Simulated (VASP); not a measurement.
# TiAl3 (P6_3/mmc) in VASP: further runs

The runs below take TiAl3 through single point, relaxation of cell and atoms, with PBE.

Program: VASP 6.6.1. These are calculated values, not measurements. Logs are shortened: lines on timing, memory, paths and dates and some standing lists are left out, and cuts for length are marked.

## 1. The cell of the first run

The structure is hexagonal, space group P6_3/mmc (No. 194). The conventional cell has a = 5.600 Å, b = 5.600 Å, c = 4.669 Å, α = 90.00°, β = 90.00°, γ = 120.00°. Ti (site symmetry -6m2) has 12 Al at 2.80 to 2.85 Å within 3.7 Å. Al (site symmetry mm2) has 8 Al at 2.78 to 2.83 Å and 4 Ti at 2.80 to 2.85 Å within 3.7 Å.

## 2. Single point, PBE

Contents of INCAR:

```
PREC = Accurate
ENCUT = 520
EDIFF = 1E-6
ISMEAR = 0
SIGMA = 0.2
LREAL = F
LASPH = T
NELM = 100
ALGO = Fast
ISIF = 2
LWAVE = F
LCHARG = F
GGA = PE
NBANDS = 31
```

Contents of KPOINTS:

```
regular mesh
0
Gamma
  3 3 4
```

Contents of POSCAR:

```
TiAl3
1.0
    5.6000992272      0.0000000000      0.0000000000
   -2.8000496136      4.8498281945      0.0000000000
    0.0000000000      0.0000000000      4.6690142236
Ti Al
2 6
Direct
    0.3333333333      0.6666666667      0.2500000000
    0.6666666667      0.3333333333      0.7500000000
    0.6692625866      0.8346312933      0.7500000000
    0.8346312933      0.1653687067      0.2500000000
    0.1653687067      0.3307374134      0.7500000000
    0.1653687067      0.8346312933      0.7500000000
    0.3307374134      0.1653687067      0.2500000000
    0.8346312933      0.6692625866      0.2500000000
```

Potentials or basis: VASP PAW PBE potentials, release 64 (Ti_sv, Al).

Command:

```bash
cat potpaw_PBE.64/Ti_sv/POTCAR potpaw_PBE.64/Al/POTCAR > POTCAR
mpirun -np 1 vasp_std > vasp.out
```

OUTCAR:

```text
PREC = Accurate
   ENCUT = 520
   EDIFF = 1E-6
   ISMEAR = 0
   LREAL = F
   LASPH = T
   NELM = 100
   ISIF = 2
   GGA = PE

 ion  position               nearest neighbor table
   1  0.333  0.667  0.250-   8 2.80   7 2.80   4 2.80   4 2.80   8 2.80   7 2.80   6 2.85   6 2.85
                             3 2.85   3 2.85   5 2.85   5 2.85
   2  0.667  0.333  0.750-   5 2.80   3 2.80   6 2.80   6 2.80   5 2.80   3 2.80   4 2.85   4 2.85
                             7 2.85   7 2.85   8 2.85   8 2.85
   3  0.669  0.835  0.750-   6 2.78   5 2.78   2 2.80   2 2.80   6 2.82   5 2.82   8 2.83   8 2.83
                             4 2.83   4 2.83   1 2.85   1 2.85
   4  0.835  0.165  0.250-   7 2.78   8 2.78   1 2.80   1 2.80   7 2.82   8 2.82   5 2.83   5 2.83
                             3 2.83   3 2.83   2 2.85   2 2.85
   5  0.165  0.331  0.750-   3 2.78   6 2.78   2 2.80   2 2.80   6 2.82   3 2.82   4 2.83   7 2.83
                             4 2.83   7 2.83   1 2.85   1 2.85
   6  0.165  0.835  0.750-   3 2.78   5 2.78   2 2.80   2 2.80   3 2.82   5 2.82   8 2.83   8 2.83
                             7 2.83   7 2.83   1 2.85   1 2.85
   7  0.331  0.165  0.250-   4 2.78   8 2.78   1 2.80   1 2.80   4 2.82   8 2.82   5 2.83   5 2.83
                             6 2.83   6 2.83   2 2.85   2 2.85
   8  0.835  0.669  0.250-   4 2.78   7 2.78   1 2.80   1 2.80   4 2.82   7 2.82   6 2.83   6 2.83
                             3 2.83   3 2.83   2 2.85   2 2.85

  LATTYP: Found a hexagonal cell.
 ALAT       =     5.6000992272
 C/A-ratio  =     0.8337377668

  Lattice vectors:

 A1 = (   5.6000992272,   0.0000000000,   0.0000000000)
 A2 = (  -2.8000496136,   4.8498281945,   0.0000000000)
 A3 = (   0.0000000000,   0.0000000000,   4.6690142236)

Analysis of symmetry for initial positions (statically):
=====================================================================
 Subroutine PRICEL returns:
 Original cell was already a primitive cell.

 Routine SETGRP: Setting up the symmetry group for a
 hexagonal supercell.

 Subroutine GETGRP returns: Found 24 space group operations
 (whereof 12 operations were pure point group operations)
 out of a pool of 24 trial point group operations.

The static configuration has the point symmetry D_3d.
 The point group associated with its full space group is D_6h.

Analysis of symmetry for dynamics (positions and initial velocities):
=====================================================================
 Subroutine PRICEL returns:
 Original cell was already a primitive cell.

 Routine SETGRP: Setting up the symmetry group for a
 hexagonal supercell.

 Subroutine GETGRP returns: Found 24 space group operations
 (whereof 12 operations were pure point group operations)
 out of a pool of 24 trial point group operations.

The dynamic configuration has the point symmetry D_3d.
 The point group associated with its full space group is D_6h.

 Subroutine INISYM returns: Found 24 space group operations
 (whereof 12 operations are pure point group operations),
 and found     1 'primitive' translations

----------------------------------------------------------------------------------------

                                     Primitive cell

  volume of cell :     126.8082

  direct lattice vectors                    reciprocal lattice vectors
     5.600099227  0.000000000  0.000000000     0.178568264  0.103096436  0.000000000
    -2.800049614  4.849828194  0.000000000     0.000000000  0.206192871  0.000000000
     0.000000000  0.000000000  4.669014224     0.000000000  0.000000000  0.214177973

  length of vectors
     5.600099227  5.600099227  4.669014224     0.206192871  0.206192871  0.214177973

  position of ions in fractional coordinates (direct lattice)
     0.333333333  0.666666667  0.250000000
     0.666666667  0.333333333  0.750000000
     0.669262587  0.834631293  0.750000000
     0.834631293  0.165368707  0.250000000
     0.165368707  0.330737413  0.750000000
     0.165368707  0.834631293  0.750000000
     0.330737413  0.165368707  0.250000000
     0.834631293  0.669262587  0.250000000

  ion indices of the primitive-cell ions
   primitive index   ion index
                 1           1
                 2           2
                 3           3
                 4           4
                 5           5
                 6           6
                 7           7
                 8           8

----------------------------------------------------------------------------------------

 KPOINTS: regular mesh

Automatic generation of k-mesh.
 Grid dimensions read from file:
 generate k-points for:    3    3    4

 Generating k-lattice:

  Cartesian coordinates                     Fractional coordinates (reciprocal lattice)
     0.059522755  0.034365479  0.000000000     0.333333333 -0.000000000  0.000000000
     0.000000000  0.068730957  0.000000000     0.000000000  0.333333333  0.000000000
     0.000000000  0.000000000  0.053544493     0.000000000  0.000000000  0.250000000

  Length of vectors
     0.068730957  0.068730957  0.053544493

  Shift w.r.t. Gamma in fractional coordinates (k-lattice)
     0.000000000  0.000000000  0.000000000

 Subroutine IBZKPT returns following result:
 ===========================================

 Found      9 irreducible k-points:

 Following reciprocal coordinates:
            Coordinates               Weight
  0.000000  0.000000  0.000000      1.000000
  0.333333 -0.000000  0.000000      6.000000
  0.333333  0.333333  0.000000      2.000000
  0.000000  0.000000  0.250000      2.000000
  0.333333 -0.000000  0.250000     12.000000
  0.333333  0.333333  0.250000      4.000000
  0.000000  0.000000  0.500000      1.000000
  0.333333 -0.000000  0.500000      6.000000
  0.333333  0.333333  0.500000      2.000000
   k-points           NKPTS =      9   k-points in BZ     NKDIM =      9   number of bands    NBANDS=     31
   number of dos      NEDOS =    301   number of ions     NIONS =      8
   total plane-waves  NPLWV =  63504
   dimension x,y,z NGX =    42 NGY =   42 NGZ =   36
   dimension x,y,z NGXF=    84 NGYF=   84 NGZF=   72
   ions per type =               2   6
   NGX,Y,Z   is equivalent  to a cutoff of  12.47, 12.47, 12.82 a.u.
   NGXF,Y,Z  is equivalent  to a cutoff of  24.94, 24.94, 25.64 a.u.
 SYSTEM =  unknown system
   PREC   = accura    normal or accurate (medium, high low for compatibility)
   ISTART =      0    job   : 0-new  1-cont  2-samecut
   ICHARG =      2    charge: 1-file 2-atom 10-const
   ISPIN  =      1    spin polarized calculation?
   LNONCOLLINEAR =      F non collinear calculations
   LSORBIT =      F    spin-orbit coupling
   LASPH  =      T    aspherical Exc in radial PAW
   ENCUT  =  520.0 eV  38.22 Ry    6.18 a.u.  10.41 10.41  8.68*2*pi/ulx,y,z
   NELM   =    100;   NELMIN=  2; NELMDL= -5     # of ELM steps
   EDIFF  = 0.1E-05   stopping-criterion for ELM
   LREAL  =      F    real-space projection
   EDIFFG = 0.1E-04   stopping-criterion for IOM
   NSW    =      0    number of steps for IOM
   IBRION =     -1    ionic relax: 0-MD 1-quasi-New 2-CG
   NFREE  =      0    steps in history (QN), initial steepest desc. (CG)
   ISIF   =      2    stress and relaxation
   ISYM   =      2    0-nonsym 1-usesym 2-fastsym
   POTIM  = 0.5000    time-step for ionic-motion
   TEBEG  =    0.0;   TEEND  =   0.0 temperature during run
   PSTRESS=    0.0 pullay stress
   NELECT =      42.0000    total number of electrons
   NUPDOWN=      -1.0000    fix difference up-down
   EMIN   =  10.00;   EMAX   =-10.00  energy-range for DOS
   EFERMI =   0.00;   METHOD = LEGACY
   ISMEAR =     0;   SIGMA  =   0.20  broadening in eV -4-tet -1-fermi 0-gaus
   EFERMI_NEDOS =   21; number of points for ismear=-14 and -15
   IALGO  =     68    algorithm
   IMIX   =      4    mixing-type and parameters
     AMIX     =   0.40;   BMIX     =  1.00
     AMIX_MAG =   1.60;   BMIX_MAG =  1.00
  volume/ion in A,a.u.               =      15.85       106.97
  Fermi-wavevector in a.u.,A,eV,Ry     =   1.132684  2.140463 17.455914  1.282973
  Thomas-Fermi vector in A             =   2.269386
   LORBIT       =      0    0 simple, 1 ext, 2 COOP (PROOUT), +10 PAW based schemes
   GGA     = PE    functional components
   LHFCALC =     F    Hartree Fock is set to
   AEXX    =    0.0000 exact exchange contribution
   IVDW    =     0    specifies the selected vdW correction
   LEPSILON=     F    determine dielectric tensor
   LRPA    =     F    only Hartree local field effects (RPA)
 non-spin polarized calculation
 RMM-DIIS sequential band-by-band and
 Gauss-broadening in eV      SIGMA  =   0.20
  energy-cutoff  :      520.00
  volume of cell :      126.81
 maximum number of plane-waves:      3449
 NGX is ok and might be reduce to    42
   NGX = 21   NGY = 21   NGZ = 17

 number of electron      42.0000006 magnetization

 Free energy of the ion-electron system (eV)
  ---------------------------------------------------
  ext. energy  EPLUGINS =         0.00000000
  ---------------------------------------------------
  free energy    TOTEN  =       -40.88656274 eV

  energy without entropy =      -40.84155217  energy(sigma->0) =      -40.86405746

 E-fermi :   8.6569     XC(G=0): -10.7362

 val. band max:        8.5164903123   @ k =   0.3333  -0.0000   0.5000
 cond. band min:       8.7334813710   @ k =   0.3333   0.3333   0.5000
 fundamental gap:      0.2169910587
 Fermi energy:         8.6569201227

 k-point     1 :       0.0000    0.0000    0.0000
  band No.  band energies     occupation
      1     -48.2213      2.00000
      2     -48.2193      2.00000
      3     -24.5501      2.00000
      4     -24.5501      2.00000
      5     -24.5371      2.00000
      6     -24.5371      2.00000
[... 23 lines left out ...]
     30      11.9352      0.00000
     31      12.5104      0.00000

 k-point     2 :       0.3333   -0.0000    0.0000
  band No.  band energies     occupation
      1     -48.2208      2.00000
      2     -48.2197      2.00000
      3     -24.5516      2.00000
      4     -24.5489      2.00000
      5     -24.5395      2.00000
      6     -24.5359      2.00000
[... 23 lines left out ...]
     30      11.5406      0.00000
     31      12.1455      0.00000

 k-point     3 :       0.3333    0.3333    0.0000
  band No.  band energies     occupation
      1     -48.2202      2.00000
      2     -48.2202      2.00000
      3     -24.5533      2.00000
      4     -24.5441      2.00000
      5     -24.5441      2.00000
      6     -24.5350      2.00000
[... 23 lines left out ...]
     30      11.5140      0.00000
     31      12.0540      0.00000

 k-point     4 :       0.0000    0.0000    0.2500
  band No.  band energies     occupation
      1     -48.2209      2.00000
      2     -48.2195      2.00000
      3     -24.5481      2.00000
      4     -24.5481      2.00000
      5     -24.5388      2.00000
      6     -24.5388      2.00000
[... 23 lines left out ...]
     30      11.6826      0.00000
     31      11.6826      0.00000

 k-point     5 :       0.3333   -0.0000    0.2500
  band No.  band energies     occupation
      1     -48.2206      2.00000
      2     -48.2198      2.00000
      3     -24.5492      2.00000
      4     -24.5478      2.00000
      5     -24.5411      2.00000
      6     -24.5381      2.00000
[... 23 lines left out ...]
     30      12.0768      0.00000
     31      12.3309      0.00000

 k-point     6 :       0.3333    0.3333    0.2500
  band No.  band energies     occupation
      1     -48.2202      2.00000
      2     -48.2202      2.00000
      3     -24.5505      2.00000
      4     -24.5446      2.00000
      5     -24.5446      2.00000
      6     -24.5376      2.00000
[... 23 lines left out ...]
     30      11.4339      0.00000
     31      12.4437      0.00000

 k-point     7 :       0.0000    0.0000    0.5000
  band No.  band energies     occupation
      1     -48.2202      2.00000
      2     -48.2202      2.00000
      3     -24.5433      2.00000
      4     -24.5433      2.00000
      5     -24.5433      2.00000
      6     -24.5433      2.00000
[... 23 lines left out ...]
     30      11.8905      0.00000
     31      11.8905      0.00000

 k-point     8 :       0.3333   -0.0000    0.5000
  band No.  band energies     occupation
      1     -48.2202      2.00000
      2     -48.2202      2.00000
      3     -24.5447      2.00000
      4     -24.5447      2.00000
      5     -24.5435      2.00000
      6     -24.5435      2.00000
[... 23 lines left out ...]
     30      11.6147      0.00000
     31      12.4139      0.00000

 k-point     9 :       0.3333    0.3333    0.5000
  band No.  band energies     occupation
      1     -48.2202      2.00000
      2     -48.2202      2.00000
      3     -24.5451      2.00000
      4     -24.5451      2.00000
      5     -24.5439      2.00000
      6     -24.5439      2.00000
[... 23 lines left out ...]
     30      11.1073      0.00000
     31      13.6718      0.00000

------------------------ aborting loop because EDIFF is reached ----------------------------------------

  FORCE on cell =-STRESS in cart. coord.  units (eV):
  Direction    XX          YY          ZZ          XY          YZ          ZX
  --------------------------------------------------------------------------------------
  -------------------------------------------------------------------------------------
  Total       -0.1039203     -0.1039203     -0.0794422      0.0000000      0.0000000      0.0000000
  in kB       -1.3129965     -1.3129965     -1.0037241      0.0000000      0.0000000      0.0000000
  external PRESSURE =      -1.2099057 kB  Pullay stress =       0.0000000 kB

 VOLUME and BASIS-vectors are now :
 -----------------------------------------------------------------------------
  energy-cutoff  :      520.00
  volume of cell :      126.81
      direct lattice vectors                 reciprocal lattice vectors
     5.600099227  0.000000000  0.000000000     0.178568264  0.103096436  0.000000000
    -2.800049614  4.849828194  0.000000000     0.000000000  0.206192871  0.000000000
     0.000000000  0.000000000  4.669014224     0.000000000  0.000000000  0.214177973

 POSITION                                       TOTAL-FORCE (eV/Angst)
 -----------------------------------------------------------------------------------
     -0.00000      3.23322      1.16725        -0.000000      0.000000      0.000000
      2.80005      1.61661      3.50176        -0.000000     -0.000000      0.000000
      1.41093      4.04782      3.50176         0.004764      0.002751      0.000000
      4.21098      0.80201      1.16725         0.004764     -0.002751      0.000000
      0.00000      1.60402      3.50176        -0.000000     -0.005501      0.000000
     -1.41093      4.04782      3.50176        -0.004764      0.002751     -0.000000
      1.38912      0.80201      1.16725        -0.004764     -0.002751      0.000000
      2.80005      3.24581      1.16725        -0.000000      0.005501     -0.000000
 -----------------------------------------------------------------------------------
    total drift:                               -0.000000      0.000000     -0.000000

  FREE ENERGIE OF THE ION-ELECTRON SYSTEM (eV)
  ---------------------------------------------------
  free  energy   TOTEN  =       -40.8865627443 eV

  energy  without entropy=      -40.8415521740  energy(sigma->0) =      -40.86405746
```

It took 60 s on 1 thread of Intel Xeon 6975P-C (Granite Rapids), shared host; peak memory 0.25 GiB.

Results:

| Quantity | Value |
| --- | --- |
| Free energy | -40.8866 eV |
| Pressure | -0.1 GPa |
| Largest force | 0.006 eV/Å |
| Band gap on the k mesh | zero (band 21 reaches 9.04 eV, above the bottom of band 22 at 7.99 eV) |

Forces on the atoms (eV/Å):
```
Ti   0.000  0.000  0.000
Ti   0.000  0.000  0.000
Al   0.005  0.003  0.000
Al   0.005 -0.003  0.000
Al   0.000 -0.006  0.000
Al  -0.005  0.003  0.000
Al  -0.005 -0.003  0.000
Al   0.000  0.006  0.000
```

Caveat: the k points lie up to 0.43 Å⁻¹ apart.

(Part 1 of 2 ends here.)
